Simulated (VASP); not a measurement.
# BeS (Fm-3m) in VASP: a series of runs

The runs below take BeS through single point, with PBE, PBEsol, LDA.

Program: VASP 6.6.1. These are calculated values, not measurements. Logs are shortened: lines on timing, memory, paths and dates and some standing lists are left out, and cuts for length are marked.

### Step 1. The cell of the first run

The structure is cubic, space group Fm-3m (No. 225). The conventional cell has a = 4.635 Å, b = 4.635 Å, c = 4.635 Å, α = 90.00°, β = 90.00°, γ = 90.00°. Be (site symmetry m-3m) has 6 S at 2.32 Å within 3.1 Å. Within 3.1 Å of S (site symmetry m-3m) lie 6 Be at 2.32 Å.

### Step 2. Single point, PBE

The input, INCAR:

```
SYSTEM = BeS
  PREC = Accurate
  ENCUT = 520
  EDIFF = 1E-6
  ISMEAR = 0
  SIGMA = 0.01
  LREAL = .False.
  LASPH = .True.
  NELM = 80
  ALGO = Normal
  ISIF = 2
  LWAVE = .False.
  LCHARG = .True.
  GGA = PE
  LELF = .True.
  LVHAR = .True.
  NBANDS = 11
```

The input, KPOINTS:

```
regular mesh
0
Gamma
  6 6 6
  0 0 0
```

The input, POSCAR:

```
BeS
1.0
    0.0000000000      2.3172971938      2.3172971938
    2.3172971938      0.0000000000      2.3172971938
    2.3172971938      2.3172971938      0.0000000000
Be S
1 1
Direct
    0.0000000000      0.0000000000      0.0000000000
    0.5000000000      0.5000000000      0.5000000000
```

Potentials or basis: VASP PAW PBE potentials, release 64 (Be, S).

Run with:

```sh
cat potpaw_PBE.64/Be/POTCAR potpaw_PBE.64/S/POTCAR > POTCAR
mpirun -np 1 vasp_std > vasp.out
```

OUTCAR:

```text
SYSTEM = BeS
   PREC = Accurate
   ENCUT = 520
   EDIFF = 1E-6
   ISMEAR = 0
   LREAL = .False.
   LASPH = .True.
   NELM = 80
   ISIF = 2
   GGA = PE

 ion  position               nearest neighbor table
   1  0.000  0.000  0.000-   2 2.32   2 2.32   2 2.32   2 2.32   2 2.32   2 2.32
   2  0.500  0.500  0.500-   1 2.32   1 2.32   1 2.32   1 2.32   1 2.32   1 2.32

  LATTYP: Found a face centered cubic cell.
 ALAT       =     4.6345943876

  Lattice vectors:

 A1 = (   0.0000000000,   2.3172971938,   2.3172971938)
 A2 = (   2.3172971938,   0.0000000000,   2.3172971938)
 A3 = (   2.3172971938,   2.3172971938,   0.0000000000)

Analysis of symmetry for initial positions (statically):
=====================================================================
 Subroutine PRICEL returns:
 Original cell was already a primitive cell.

 Routine SETGRP: Setting up the symmetry group for a
 face centered cubic supercell.

 Subroutine GETGRP returns: Found 48 space group operations
 (whereof 48 operations were pure point group operations)
 out of a pool of 48 trial point group operations.

The static configuration has the point symmetry O_h .

Analysis of symmetry for dynamics (positions and initial velocities):
=====================================================================
 Subroutine PRICEL returns:
 Original cell was already a primitive cell.

 Routine SETGRP: Setting up the symmetry group for a
 face centered cubic supercell.

 Subroutine GETGRP returns: Found 48 space group operations
 (whereof 48 operations were pure point group operations)
 out of a pool of 48 trial point group operations.

The dynamic configuration has the point symmetry O_h .

 Subroutine INISYM returns: Found 48 space group operations
 (whereof 48 operations are pure point group operations),
 and found     1 'primitive' translations

----------------------------------------------------------------------------------------

                                     Primitive cell

  volume of cell :      24.8872

  direct lattice vectors                    reciprocal lattice vectors
     0.000000000  2.317297194  2.317297194    -0.215768612  0.215768612  0.215768612
     2.317297194  0.000000000  2.317297194     0.215768612 -0.215768612  0.215768612
     2.317297194  2.317297194  0.000000000     0.215768612  0.215768612 -0.215768612

  length of vectors
     3.277153120  3.277153120  3.277153120     0.373722199  0.373722199  0.373722199

  position of ions in fractional coordinates (direct lattice)
     0.000000000  0.000000000  0.000000000
     0.500000000  0.500000000  0.500000000

  ion indices of the primitive-cell ions
[... 76 lines left out ...]
   PSTRESS=    0.0 pullay stress
   NELECT =       8.0000    total number of electrons
   NUPDOWN=      -1.0000    fix difference up-down
   EMIN   =  10.00;   EMAX   =-10.00  energy-range for DOS
   EFERMI =   0.00;   METHOD = LEGACY
   ISMEAR =     0;   SIGMA  =   0.01  broadening in eV -4-tet -1-fermi 0-gaus
   EFERMI_NEDOS =   21; number of points for ismear=-14 and -15
   IALGO  =     38    algorithm
   IMIX   =      4    mixing-type and parameters
     AMIX     =   0.40;   BMIX     =  1.00
     AMIX_MAG =   1.60;   BMIX_MAG =  1.00
  volume/ion in A,a.u.               =      12.44        83.97
  Fermi-wavevector in a.u.,A,eV,Ry     =   1.121450  2.119232 17.111356  1.257649
  Thomas-Fermi vector in A             =   2.258103
   LORBIT       =      0    0 simple, 1 ext, 2 COOP (PROOUT), +10 PAW based schemes
   GGA     = PE    functional components
   LHFCALC =     F    Hartree Fock is set to
   AEXX    =    0.0000 exact exchange contribution
   IVDW    =     0    specifies the selected vdW correction
   LEPSILON=     F    determine dielectric tensor
   LRPA    =     F    only Hartree local field effects (RPA)
 non-spin polarized calculation
 Gauss-broadening in eV      SIGMA  =   0.01
  energy-cutoff  :      520.00
  volume of cell :       24.89
 maximum number of plane-waves:       692
   NGX = 13   NGY = 13   NGZ = 13

 number of electron       7.9999998 magnetization

 Free energy of the ion-electron system (eV)
  ---------------------------------------------------
  ext. energy  EPLUGINS =         0.00000000
  ---------------------------------------------------
  free energy    TOTEN  =        -8.87880637 eV

  energy without entropy =       -8.87880637  energy(sigma->0) =       -8.87880637

 E-fermi :   6.6844     XC(G=0): -10.6055

 val. band max:        6.5928712874   @ k =  -0.1667   0.1667   0.0000
 cond. band min:       7.5734212441   @ k =   0.5000   0.5000   0.0000
 fundamental gap:      0.9805499566
 Fermi energy:         6.6843841097

 k-point     1 :       0.0000    0.0000    0.0000
  band No.  band energies     occupation
      1      -8.4870      2.00000
      2       6.3019      2.00000
      3       6.3019      2.00000
      4       6.3019      2.00000
      5      11.8832      0.00000
      6      15.4300      0.00000
      7      15.4300      0.00000
      8      15.4300      0.00000
      9      16.1773      0.00000
     10      16.1773      0.00000
     11      16.1773      0.00000
[... 197 lines left out ...]
 k-point    16 :      -0.3333    0.5000    0.1667
  band No.  band energies     occupation
      1      -5.1636      2.00000
      2       0.4491      2.00000
      3       2.1096      2.00000
      4       2.8164      2.00000
      5       9.7275      0.00000
      6      13.5256      0.00000
      7      14.2376      0.00000
      8      18.2017      0.00000
      9      18.9942      0.00000
     10      21.2076      0.00000
     11      24.7168      0.00000

------------------------ aborting loop because EDIFF is reached ----------------------------------------

  FORCE on cell =-STRESS in cart. coord.  units (eV):
  Direction    XX          YY          ZZ          XY          YZ          ZX
  --------------------------------------------------------------------------------------
  -------------------------------------------------------------------------------------
  Total       -0.0360094     -0.0360094     -0.0360094      0.0000000      0.0000000     -0.0000000
  in kB       -2.3182008     -2.3182008     -2.3182008      0.0000000      0.0000000     -0.0000000
  external PRESSURE =      -2.3182008 kB  Pullay stress =       0.0000000 kB

 VOLUME and BASIS-vectors are now :
 -----------------------------------------------------------------------------
  energy-cutoff  :      520.00
  volume of cell :       24.89
      direct lattice vectors                 reciprocal lattice vectors
     0.000000000  2.317297194  2.317297194    -0.215768612  0.215768612  0.215768612
     2.317297194  0.000000000  2.317297194     0.215768612 -0.215768612  0.215768612
     2.317297194  2.317297194  0.000000000     0.215768612  0.215768612 -0.215768612

 POSITION                                       TOTAL-FORCE (eV/Angst)
 -----------------------------------------------------------------------------------
      0.00000      0.00000      0.00000         0.000000      0.000000      0.000000
      2.31730      2.31730      2.31730        -0.000000     -0.000000      0.000000
 -----------------------------------------------------------------------------------
    total drift:                               -0.000000     -0.000000      0.000000

  FREE ENERGIE OF THE ION-ELECTRON SYSTEM (eV)
  ---------------------------------------------------
  free  energy   TOTEN  =        -8.8788063714 eV

  energy  without entropy=       -8.8788063714  energy(sigma->0) =       -8.87880637
```

stdout:

```text
POSCAR found type information on POSCAR BeS
 POSCAR found :  2 types and       2 ions
 scaLAPACK will be used
 LDA part: xc-table for (Slater+PW92), standard interpolation
 POSCAR, INCAR and KPOINTS ok, starting setup
 FFT: planning ... GRIDC
 FFT: planning ... GRID_SOFT
 FFT: planning ... GRID
 WAVECAR not read
 entering main loop
```

Wall time 8 s (1 thread of AMD EPYC, shared host); peak memory 0.1 GiB.

What came out:

```yaml
Free_energy: -8.8788 eV
Pressure: -0.2 GPa
Band_gap_on_the_k_mesh: 0.98 eV, indirect (least direct gap 4.14 eV)
```

A k mesh can miss the band edges. As with any semilocal functional, this PBE gap is likely too small.

### Step 3. Single point, PBEsol

This run uses another cell than the first one, of 12.09 Å³/atom, 0.972 times its volume.

The input, INCAR:

```
PREC     = Accurate       # precision mode
ENCUT    = 520            # plane-wave cutoff, eV
EDIFF    = 1E-7           # SCF threshold, eV
ISMEAR   = -1             # smearing method
SIGMA    = 0.02           # smearing width, eV
LREAL    = False          # projectors in reciprocal space
LASPH    = True           # aspherical terms in the spheres
NELM     = 60             # most SCF steps
ALGO     = Normal         # electronic algorithm
ISIF     = 2              # what is computed and relaxed
LWAVE    = False          # write WAVECAR
LCHARG   = False          # write CHGCAR
GGA      = PS             # functional
NBANDS   = 11             # bands
```

The input, KPOINTS:

```
Automatic mesh
0
Gamma
  8 8 8
```

The input, POSCAR:

```
BeS
1.0
    0.0000000000      2.2951056105      2.2951056105
    2.2951056105      0.0000000000      2.2951056105
    2.2951056105      2.2951056105      0.0000000000
Be S
1 1
Direct
    0.0000000000      0.0000000000      0.0000000000
    0.5000000000      0.5000000000      0.5000000000
```

Potentials or basis: VASP PAW PBE potentials, release 64 (Be, S).

Run with:

```sh
cat potpaw_PBE.64/Be/POTCAR potpaw_PBE.64/S/POTCAR > POTCAR
mpirun -np 1 vasp_std > vasp.out
```

Run time: 12 s. Hardware: 1 thread of AMD EPYC, shared host; peak memory 0.1 GiB.

Results (log left out):

| Property | Result |
| --- | --- |
| Free energy | -9.5833 eV |
| Pressure | 0.1 GPa |
| Band gap on the k mesh | 0.99 eV, indirect (least direct gap 4.29 eV) |

Levels at points of the mesh, in eV from the valence-band top:
| k point | band 2 | band 3 | band 4 | band 5 | band 6 | band 7 |
| --- | --- | --- | --- | --- | --- | --- |
| (0.00, 0.00, 0.00) | -0.29 | -0.29 | -0.29 | 5.57 | 8.74 | 8.74 |
| (0.50, 0.00, 0.00) | -7.47 | -0.52 | -0.52 | 3.87 | 3.87 | 4.10 |
| (0.50, 0.50, 0.00) | -7.07 | -3.30 | -3.30 | 0.99 | 4.08 | 12.03 |

Caveat: the PAW data sets were made with another functional, which shifts forces and pressure a little. A k mesh can miss the band edges.

[end of part 1 of 2]
